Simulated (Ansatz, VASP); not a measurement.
# InP in VASP and in Ansatz

Contents of INCAR:

```
SYSTEM = InP
ALGO = Normal
EDIFF = 1E-6
ENCUT = 520
GGA = PE
ISIF = 2
ISMEAR = -1
LASPH = .TRUE.
LCHARG = .FALSE.
LREAL = .FALSE.
LWAVE = .FALSE.
NBANDS = 16
NELM = 100
PREC = Accurate
SIGMA = 0.03
```

Contents of KPOINTS:

```
k-points
0
G
  8 8 8
  0 0 0
```

File POSCAR:

```
InP
1.0
    0.0000000000      2.9305000000      2.9305000000
    2.9305000000      0.0000000000      2.9305000000
    2.9305000000      2.9305000000      0.0000000000
In P
1 1
Direct
    0.0000000000      0.0000000000      0.0000000000
    0.7500000000      0.7500000000      0.7500000000
```

Input for Ansatz:

```yaml
crystal:
  lattice:
    - [0.0, 2.9305, 2.9305]
    - [2.9305, 0.0, 2.9305]
    - [2.9305, 2.9305, 0.0]
  atoms:
    - { symbol: In, position: [0.0, 0.0, 0.0] }
    - { symbol: P, position: [0.75, 0.75, 0.75] }
kpoints:
  mp_grid: { grid: [8, 8, 8] }
scf:
  occupations: { method: fermi_dirac, width: 0.03 }
hamiltonian:
  xc: pbe
  pseudopotentials: { kind: all_electron, lapw: { basis_error: 0.00025 } }
output:
  forces: true
  stress: true
  eigenvalues: true
```

Alike in both runs: task single point; functional PBE; k mesh 8 × 8 × 8; occupations fermi-dirac, width 0.03 eV; no spin polarisation.

```csv
,VASP,Ansatz
version,VASP 6.6.1,Ansatz 0.2.0
potentials or method,"VASP PAW PBE potentials, release 64 (In_d, P), cutoff 520 eV","all-electron LAPW, scalar-relativistic"
```

|  | VASP | Ansatz | Ansatz less VASP |
| --- | --- | --- | --- |
| pressure (GPa) | 3.3 | 3.3 | +0.06 |

Ansatz ran all-electron here, and VASP with PAW potentials.
